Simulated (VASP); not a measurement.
# CoSi2 (Fm-3m) in VASP: a series of runs

Runs on CoSi2. Level: PBEsol. Tasks: single point.

Everything below comes from runs of VASP 6.6.1. Logs are shortened: lines on timing, memory, paths and dates and some standing lists are left out, and cuts for length are marked.

## (1) The cell of the first run

Symmetry: Fm-3m, No. 225, cubic system. Conventional cell: a = 5.356 Å, b = 5.356 Å, c = 5.356 Å, α = 90.00°, β = 90.00°, γ = 90.00°. Co (site symmetry m-3m) has 8 Si at 2.32 Å within 3.1 Å. Within 3.1 Å of Si (site symmetry -43m) lie 4 Co at 2.32 Å and 6 Si at 2.68 Å.

## (2) Single point, PBEsol, collinear spin, ferromagnetic start

Input file INCAR:

```
ALGO = Normal
EDIFF = 1E-6
ENCUT = 520
GGA = PS
ISIF = 2
ISMEAR = -1
ISPIN = 2
LASPH = T
LCHARG = T
LELF = T
LMAXMIX = 4
LORBIT = 11
LREAL = F
LVHAR = T
LWAVE = F
MAGMOM = 2 0 0
NBANDS = 20
NELM = 150
PREC = Accurate
SIGMA = 0.05
```

Input file KPOINTS:

```
k-points
0
Gamma
  9 9 9
```

Input file POSCAR:

```
CoSi2
1.0
    0.0000000000      2.6780000000      2.6780000000
    2.6780000000      0.0000000000      2.6780000000
    2.6780000000      2.6780000000      0.0000000000
Co Si
1 2
Direct
    0.0000000000      0.0000000000      0.0000000000
    0.7500000000      0.7500000000      0.7500000000
    0.2500000000      0.2500000000      0.2500000000
```

Potentials or basis: VASP PAW PBE potentials, release 64 (Co, Si).

On the command line:

```console
cat potpaw_PBE.64/Co/POTCAR potpaw_PBE.64/Si/POTCAR > POTCAR
mpirun -np 1 vasp_std > vasp.out
```

OUTCAR:

```text
EDIFF = 1E-6
   ENCUT = 520
   GGA = PS
   ISIF = 2
   ISMEAR = -1
   ISPIN = 2
   LASPH = T
   LORBIT = 11
   LREAL = F
   NELM = 150
   PREC = Accurate

 ion  position               nearest neighbor table
   1  0.000  0.000  0.000-   2 2.32   3 2.32   2 2.32   2 2.32   3 2.32   2 2.32   3 2.32   3 2.32

   2  0.750  0.750  0.750-   1 2.32   1 2.32   1 2.32   1 2.32   3 2.68   3 2.68   3 2.68   3 2.68
                             3 2.68   3 2.68
   3  0.250  0.250  0.250-   1 2.32   1 2.32   1 2.32   1 2.32   2 2.68   2 2.68   2 2.68   2 2.68
                             2 2.68   2 2.68

  LATTYP: Found a face centered cubic cell.
 ALAT       =     5.3560000000

  Lattice vectors:

 A1 = (   0.0000000000,   2.6780000000,   2.6780000000)
 A2 = (   2.6780000000,   0.0000000000,   2.6780000000)
 A3 = (   2.6780000000,   2.6780000000,   0.0000000000)

Analysis of symmetry for initial positions (statically):
=====================================================================
 Subroutine PRICEL returns:
 Original cell was already a primitive cell.

 Routine SETGRP: Setting up the symmetry group for a
 face centered cubic supercell.

 Subroutine GETGRP returns: Found 48 space group operations
 (whereof 48 operations were pure point group operations)
 out of a pool of 48 trial point group operations.

The static configuration has the point symmetry O_h .

Analysis of symmetry for dynamics (positions and initial velocities):
=====================================================================
 Subroutine PRICEL returns:
 Original cell was already a primitive cell.

 Routine SETGRP: Setting up the symmetry group for a
 face centered cubic supercell.

 Subroutine GETGRP returns: Found 48 space group operations
 (whereof 48 operations were pure point group operations)
 out of a pool of 48 trial point group operations.

The dynamic configuration has the point symmetry O_h .

Analysis of structural, dynamic, and magnetic symmetry:
=====================================================================
 Subroutine PRICEL returns:
 Original cell was already a primitive cell.

 Routine SETGRP: Setting up the symmetry group for a
 face centered cubic supercell.

 Subroutine GETGRP returns: Found 48 space group operations
 (whereof 48 operations were pure point group operations)
 out of a pool of 48 trial point group operations.

The overall configuration has the point symmetry O_h .

 Subroutine INISYM returns: Found 48 space group operations
 (whereof 48 operations are pure point group operations),
 and found     1 'primitive' translations

----------------------------------------------------------------------------------------

                                     Primitive cell

  volume of cell :      38.4115

  direct lattice vectors                    reciprocal lattice vectors
     0.000000000  2.678000000  2.678000000    -0.186706497  0.186706497  0.186706497
     2.678000000  0.000000000  2.678000000     0.186706497 -0.186706497  0.186706497
     2.678000000  2.678000000  0.000000000     0.186706497  0.186706497 -0.186706497

  length of vectors
     3.787263920  3.787263920  3.787263920     0.323385140  0.323385140  0.323385140

  position of ions in fractional coordinates (direct lattice)
     0.000000000  0.000000000  0.000000000
     0.750000000  0.750000000  0.750000000
     0.250000000  0.250000000  0.250000000

  ion indices of the primitive-cell ions
   primitive index   ion index
                 1           1
                 2           2
                 3           3

----------------------------------------------------------------------------------------

 KPOINTS: k-points

Automatic generation of k-mesh.
 Grid dimensions read from file:
 generate k-points for:    9    9    9

 Generating k-lattice:

  Cartesian coordinates                     Fractional coordinates (reciprocal lattice)
    -0.020745166  0.020745166  0.020745166     0.111111111  0.000000000  0.000000000
     0.020745166 -0.020745166  0.020745166     0.000000000  0.111111111  0.000000000
     0.020745166  0.020745166 -0.020745166     0.000000000  0.000000000  0.111111111

  Length of vectors
     0.035931682  0.035931682  0.035931682

  Shift w.r.t. Gamma in fractional coordinates (k-lattice)
     0.000000000  0.000000000  0.000000000

 Subroutine IBZKPT returns following result:
 ===========================================

 Found     35 irreducible k-points:

 Following reciprocal coordinates:
            Coordinates               Weight
  0.000000  0.000000  0.000000      1.000000
  0.111111  0.000000  0.000000      8.000000
  0.222222  0.000000  0.000000      8.000000
  0.333333  0.000000  0.000000      8.000000
  0.444444  0.000000  0.000000      8.000000
  0.111111  0.111111  0.000000      6.000000
[... 16 lines left out ...]
 -0.333333  0.333333  0.000000     12.000000
  0.444444  0.444444  0.000000      6.000000
 [... further k-points ...]
   k-points           NKPTS =     35   k-points in BZ     NKDIM =     35   number of bands    NBANDS=     20
   number of dos      NEDOS =    301   number of ions     NIONS =      3
   total plane-waves  NPLWV =  21952
   dimension x,y,z NGX =    28 NGY =   28 NGZ =   28
   dimension x,y,z NGXF=    56 NGYF=   56 NGZF=   56
   ions per type =               1   2
   NGX,Y,Z   is equivalent  to a cutoff of  12.29, 12.29, 12.29 a.u.
   NGXF,Y,Z  is equivalent  to a cutoff of  24.58, 24.58, 24.58 a.u.
 SYSTEM =  unknown system
   PREC   = accura    normal or accurate (medium, high low for compatibility)
   ISTART =      0    job   : 0-new  1-cont  2-samecut
   ICHARG =      2    charge: 1-file 2-atom 10-const
   ISPIN  =      2    spin polarized calculation?
   LNONCOLLINEAR =      F non collinear calculations
   LSORBIT =      F    spin-orbit coupling
   LASPH  =      T    aspherical Exc in radial PAW
   ENCUT  =  520.0 eV  38.22 Ry    6.18 a.u.   7.04  7.04  7.04*2*pi/ulx,y,z
   NELM   =    150;   NELMIN=  2; NELMDL= -5     # of ELM steps
   EDIFF  = 0.1E-05   stopping-criterion for ELM
   LREAL  =      F    real-space projection
   EDIFFG = 0.1E-04   stopping-criterion for IOM
   NSW    =      0    number of steps for IOM
   IBRION =     -1    ionic relax: 0-MD 1-quasi-New 2-CG
   NFREE  =      0    steps in history (QN), initial steepest desc. (CG)
   ISIF   =      2    stress and relaxation
   ISYM   =      2    0-nonsym 1-usesym 2-fastsym
   POTIM  = 0.5000    time-step for ionic-motion
   TEBEG  =    0.0;   TEEND  =   0.0 temperature during run
   PSTRESS=    0.0 pullay stress
   NELECT =      17.0000    total number of electrons
   NUPDOWN=      -1.0000    fix difference up-down
   EMIN   =  10.00;   EMAX   =-10.00  energy-range for DOS
[... 5 lines left out ...]
     AMIX     =   0.40;   BMIX     =  1.00
     AMIX_MAG =   1.60;   BMIX_MAG =  1.00
  volume/ion in A,a.u.               =      12.80        86.40
  Fermi-wavevector in a.u.,A,eV,Ry     =   1.247586  2.357596 21.177078  1.556471
  Thomas-Fermi vector in A             =   2.381712
   LORBIT       =     11    0 simple, 1 ext, 2 COOP (PROOUT), +10 PAW based schemes
   GGA     = PS    functional components
   LHFCALC =     F    Hartree Fock is set to
   AEXX    =    0.0000 exact exchange contribution
   IVDW    =     0    specifies the selected vdW correction
   LEPSILON=     F    determine dielectric tensor
   LRPA    =     F    only Hartree local field effects (RPA)
 spin polarized calculation
  energy-cutoff  :      520.00
  volume of cell :       38.41
 maximum number of plane-waves:      1044
   NGX = 15   NGY = 15   NGZ = 15

 number of electron      16.9999995 magnetization      -0.0003133

 number of electron      16.9999995 magnetization       0.0000245

 Free energy of the ion-electron system (eV)
  ---------------------------------------------------
  ext. energy  EPLUGINS =         0.00000000
  ---------------------------------------------------
  free energy    TOTEN  =       -20.96935986 eV

  energy without entropy =      -20.95918778  energy(sigma->0) =      -20.96427382

 E-fermi :   9.9647     XC(G=0): -11.8556

 val. band max:        9.9411821187   @ k =  -0.2222   0.1111   0.0000
 cond. band min:       9.9903503041   @ k =   0.3333   0.1111   0.0000
 fundamental gap:      0.0491681853
 Fermi energy:         9.9647304897

 spin component 1

 k-point     1 :       0.0000    0.0000    0.0000
  band No.  band energies     occupation
      1      -3.1223      1.00000
      2       5.9173      1.00000
      3       5.9173      1.00000
      4       5.9173      1.00000
      5       8.0952      1.00000
      6       8.0952      1.00000
[... 12 lines left out ...]
     19      20.3381      0.00000
     20      24.8696      0.00000
[... 507 lines left out ...]
 k-point    24 :       0.4444    0.4444    0.0000
  band No.  band energies     occupation
      1       0.5419      1.00000
      2       3.2899      1.00000
      3       3.6272      1.00000
      4       6.3100      1.00000
      5       6.3100      1.00000
      6       8.1311      1.00000
[... 12 lines left out ...]
     19      25.0513      0.00000
     20      25.0513      0.00000

 [... further k-points ...]

 spin component 2

 k-point     1 :       0.0000    0.0000    0.0000
  band No.  band energies     occupation
      1      -3.1223      1.00000
      2       5.9173      1.00000
      3       5.9173      1.00000
      4       5.9173      1.00000
      5       8.0951      1.00000
      6       8.0951      1.00000
[... 12 lines left out ...]
     19      20.3383      0.00000
     20      24.8696      0.00000
[... 507 lines left out ...]
 k-point    24 :       0.4444    0.4444    0.0000
  band No.  band energies     occupation
      1       0.5419      1.00000
      2       3.2899      1.00000
      3       3.6271      1.00000
      4       6.3099      1.00000
      5       6.3099      1.00000
      6       8.1310      1.00000
[... 12 lines left out ...]
     19      25.0513      0.00000
     20      25.0513      0.00000

 [... further k-points ...]
[... 5 lines left out ...]
  --------------------------------------------------------------------------------------
  -------------------------------------------------------------------------------------
  Total       -1.0347150     -1.0347150     -1.0347150     -0.0000000      0.0000000     -0.0000000
  in kB      -43.1588262    -43.1588262    -43.1588262     -0.0000000      0.0000000     -0.0000000
  external PRESSURE =     -43.1588262 kB  Pullay stress =       0.0000000 kB

 VOLUME and BASIS-vectors are now :
 -----------------------------------------------------------------------------
  energy-cutoff  :      520.00
  volume of cell :       38.41
      direct lattice vectors                 reciprocal lattice vectors
     0.000000000  2.678000000  2.678000000    -0.186706497  0.186706497  0.186706497
     2.678000000  0.000000000  2.678000000     0.186706497 -0.186706497  0.186706497
     2.678000000  2.678000000  0.000000000     0.186706497  0.186706497 -0.186706497

 POSITION                                       TOTAL-FORCE (eV/Angst)
 -----------------------------------------------------------------------------------
      0.00000      0.00000      0.00000         0.000000      0.000000      0.000000
      4.01700      4.01700      4.01700        -0.000000     -0.000000     -0.000000
      1.33900      1.33900      1.33900         0.000000      0.000000      0.000000
 -----------------------------------------------------------------------------------
    total drift:                               -0.000000     -0.000000      0.000000

  FREE ENERGIE OF THE ION-ELECTRON SYSTEM (eV)
  ---------------------------------------------------
  free  energy   TOTEN  =       -20.9693598572 eV

  energy  without entropy=      -20.9591877758  energy(sigma->0) =      -20.96427382

 total charge

# of ion       s       p       d       tot
------------------------------------------
    1        0.542   0.721   7.603   8.866
    2        0.717   0.870   0.000   1.588
    3        0.717   0.870   0.000   1.588
--------------------------------------------------
tot          1.977   2.462   7.603  12.042

 magnetization (x)

# of ion       s       p       d       tot
------------------------------------------
    1        0.000  -0.000  -0.000  -0.000
    2       -0.000  -0.000   0.000  -0.000
    3       -0.000  -0.000   0.000  -0.000
--------------------------------------------------
tot         -0.000  -0.000  -0.000  -0.000
```

Run time: 22 s. Hardware: 1 thread of Intel Xeon 6975P-C (Granite Rapids), shared host; peak memory 0.19 GiB.

What came out:

```yaml
Free_energy: -20.9694 eV
Pressure: -4.3 GPa
Net_moment: 0.00 μB per cell
Valence_electrons_inside_the_program's_atomic_spheres: Co 8.87; Si 1.59
```

Caveat: the starting moments collapsed, and a magnetic state may lie lower; the PAW data sets were made with another functional, which shifts forces and pressure a little.

## (3) Single point, PBEsol, collinear spin, ferromagnetic start

This run uses another cell than the first one, of 13.32 Å³/atom, 1.040 times its volume.

Input file INCAR:

```
SYSTEM = CoSi2
PREC = Accurate ; ENCUT = 520
EDIFF = 1E-6 ; ISMEAR = -1
SIGMA = 0.05 ; LREAL = .FALSE.
LASPH = .TRUE. ; NELM = 150
ALGO = Normal ; ISIF = 2
LWAVE = .FALSE. ; LCHARG = .TRUE.
ISPIN = 2 ; MAGMOM = 2 0 0
LORBIT = 11 ; LMAXMIX = 4
GGA = PS ; LELF = .TRUE.
LVHAR = .TRUE. ; NBANDS = 20
```

Input file KPOINTS:

```
regular mesh
0
G
  9 9 9
  0 0 0
```

Input file POSCAR:

```
CoSi2
1.0
    0.0000000000      2.7132408834      2.7132408834
    2.7132408834      0.0000000000      2.7132408834
    2.7132408834      2.7132408834      0.0000000000
Co Si
1 2
Direct
    0.0000000000      0.0000000000      0.0000000000
    0.7500000000      0.7500000000      0.7500000000
    0.2500000000      0.2500000000      0.2500000000
```

Potentials or basis: VASP PAW PBE potentials, release 64 (Co, Si).

On the command line:

```console
cat potpaw_PBE.64/Co/POTCAR potpaw_PBE.64/Si/POTCAR > POTCAR
mpirun -np 1 vasp_std > vasp.out
```

It took 29 s on 1 thread of Intel Xeon 6975P-C (Granite Rapids), shared host; peak memory 0.2 GiB.

It converged, with:

- Free energy: -20.8969 eV
- Pressure: -10.5 GPa
- Net moment: 0.00 μB per cell
- Valence electrons inside the program's atomic spheres: Co 8.76; Si 1.56

Levels at points of the mesh, in eV from the Fermi level:
Spin up:
```
           k point  band 5  band 6  band 7  band 8  band 9  band 10  band 11  band 12  band 13  band 14
(0.00, 0.00, 0.00)   -1.75   -1.75    0.44    3.30    3.30     3.30     3.44     3.44     3.44     5.52
```
Spin down:
```
           k point  band 6  band 7  band 8  band 9  band 10  band 11  band 12  band 13
(0.00, 0.00, 0.00)   -1.75    0.44    3.30    3.30     3.30     3.44     3.44     3.44
```

Caveat: the starting moments collapsed, and a magnetic state may lie lower; the PAW data sets were made with another functional, which shifts forces and pressure a little.
